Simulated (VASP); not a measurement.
Input of a VASP 6.6.1 run:

INCAR

```
SYSTEM = Sc
PREC     = Accurate       ! precision mode
ENCUT    = 520            ! plane-wave cutoff, eV
EDIFF    = 1E-7           ! SCF threshold, eV
ISMEAR   = 1              ! smearing method
SIGMA    = 0.15           ! smearing width, eV
LREAL    = .False.        ! projectors in reciprocal space
LASPH    = .True.         ! aspherical terms in the spheres
NELM     = 100            ! most SCF steps
ALGO     = Normal         ! electronic algorithm
ISIF     = 2              ! what is computed and relaxed
LWAVE    = .False.        ! write WAVECAR
LCHARG   = .False.        ! write CHGCAR
GGA      = PS             ! functional
NBANDS   = 12             ! bands
```

File KPOINTS:

```
Automatic mesh
0
Gamma
  9 9 9
  0.5 0.5 0.5
```

The input POSCAR:

```
Sc
1.0
   -1.8790000000      1.8790000000      2.3805000000
    1.8790000000     -1.8790000000      2.3805000000
    1.8790000000      1.8790000000     -2.3805000000
Sc
1
Direct
    0.0000000000      0.0000000000      0.0000000000
```

Potentials or basis: VASP PAW PBE potentials, release 64 (Sc_sv).

Run with:

```console
$ cat potpaw_PBE.64/Sc_sv/POTCAR > POTCAR
$ mpirun -np 1 vasp_std > vasp.out
```

(1) Estimate the pressure.

Results:

(1) -10.7 GPa.

Caveat: the PAW data sets were made with another functional, which shifts forces and pressure a little.
